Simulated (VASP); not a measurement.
AlIr:

```
CELL_PARAMETERS angstrom
2.99455 0.00000 0.00000
0.00000 2.99455 0.00000
0.00000 0.00000 2.99455
ATOMIC_POSITIONS crystal
Al 0.00000 0.00000 0.00000
Ir 0.50000 0.50000 0.50000
```

Base run:

* Program: VASP 6.6.1
* Functional: LDA
* Potentials or basis: VASP PAW LDA potentials, release 64 (Al, Ir_sv_GW)
* Cutoff: 560 eV
* k mesh: 11 × 11 × 11
* Occupations: fermi-dirac, width 0.03 eV
* Spin: collinear spin
* Starting moments: [0.0, 0.6] μB
* Fixed moment: 0.6 μB

Its results: pressure -2.2 GPa; net moment 0.60 μB per cell.

The run is repeated on the same cell with these changes: fixed moment from 0.6 μB to none; moments at the start from [0.0, 0.6] to [0.0, 0.8]. What comes out?

Pressure -6.5 GPa; net moment 0.00 μB per cell.

Caveats: the total moment is fixed, so each spin has its own Fermi level and the state may be an excited one (at least some runs); the cell stands under tension (at least some runs).
